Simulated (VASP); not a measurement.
Zn3O4: single point with PBE

The system is Zn3O4.

```
Zn O
1.0
     5.43662    0.00000    0.00000
    -2.71831    4.70825    0.00000
     0.00000    0.00000    3.21532
Zn O
3 4
Direct
  0.00000 0.50000 0.00000
  0.50000 0.00000 0.00000
  0.50000 0.50000 0.00000
  0.00000 0.00000 0.20779
  0.00000 0.00000 0.79221
  0.33333 0.66667 0.50000
  0.66667 0.33333 0.50000
```

The cell was built from a structure type or drawn by symmetry, and may not be a known phase.

- Program: VASP 6.6.1
- Task: single point
- Functional: PBE
- Potentials or basis: VASP PAW PBE potentials, release 64 (Zn, O)
- Cutoff: 520 eV
- k mesh: 6 × 6 × 4
- Occupations: gaussian, width 0.1 eV
- Spin: collinear spin, ferromagnetic start
- Starting moments: [0.0, 0.0, 0.0, 1.0, 1.0, 1.0, 1.0] μB

```yaml
Pressure: 0.8 GPa
Largest_force: 0.488 eV/Å
Band_gap_on_the_k_mesh: zero (filled and empty bands overlap)
Net_moment: 0.00 μB per cell
Valence_electrons_inside_the_program's_atomic_spheres: Zn 10.57; O 4.90, 4.89 (each value once)
```

Forces on the atoms (eV/Å):
```
Zn   0.000  0.000  0.000
Zn   0.000  0.000  0.000
Zn   0.000  0.000  0.000
O    0.000  0.000  0.488
O    0.000  0.000 -0.488
O    0.000  0.000  0.000
O    0.000  0.000  0.000
```

Stress tensor (GPa, compression positive):
```
0.46 0.00 0.00
0.00 0.46 0.00
0.00 0.00 1.38
```

Levels at points of the mesh, in eV from the Fermi level:
Spin up:
```tsv
k point	band 26	band 27	band 28	band 29	band 30	band 31	band 32	band 33	band 34	band 35
(0.00, 0.00, 0.00)	-3.88	-3.88	-3.34	-2.61	0.17	0.17	2.16	3.66	3.66	4.36
(0.50, 0.00, 0.00)	-3.90	-3.72	-3.22	-0.89	-0.32	0.13	0.14	2.58	3.73	5.89
(0.00, 0.00, 0.50)	-3.22	-2.91	-2.91	-1.55	-1.55	1.44	1.44	2.01	3.61	4.07
(0.50, 0.00, 0.50)	-3.64	-3.30	-2.69	-1.79	-1.62	0.38	1.25	2.50	4.61	5.21
```
Spin down:
| k point | band 28 | band 29 | band 30 | band 31 | band 32 | band 33 |
| --- | --- | --- | --- | --- | --- | --- |
| (0.00, 0.00, 0.00) | -3.34 | -2.61 | 0.17 | 0.17 | 2.16 | 3.66 |
| (0.50, 0.00, 0.00) | -3.22 | -0.89 | -0.32 | 0.13 | 0.14 | 2.58 |
| (0.00, 0.00, 0.50) | -2.91 | -1.55 | -1.55 | 1.44 | 1.44 | 2.01 |
| (0.50, 0.00, 0.50) | -2.69 | -1.79 | -1.62 | 0.38 | 1.25 | 2.50 |

Wall time 69 s on 1 thread of AMD EPYC 9R45 96-Core Processor (Zen 5), with other jobs on the host, peak memory 0.25 GiB.

Caveat: the k points lie up to 0.49 Å⁻¹ apart, too coarse for converged energies and pressures of a metal; semilocal functionals underestimate gaps, so a narrow gap can read as zero.
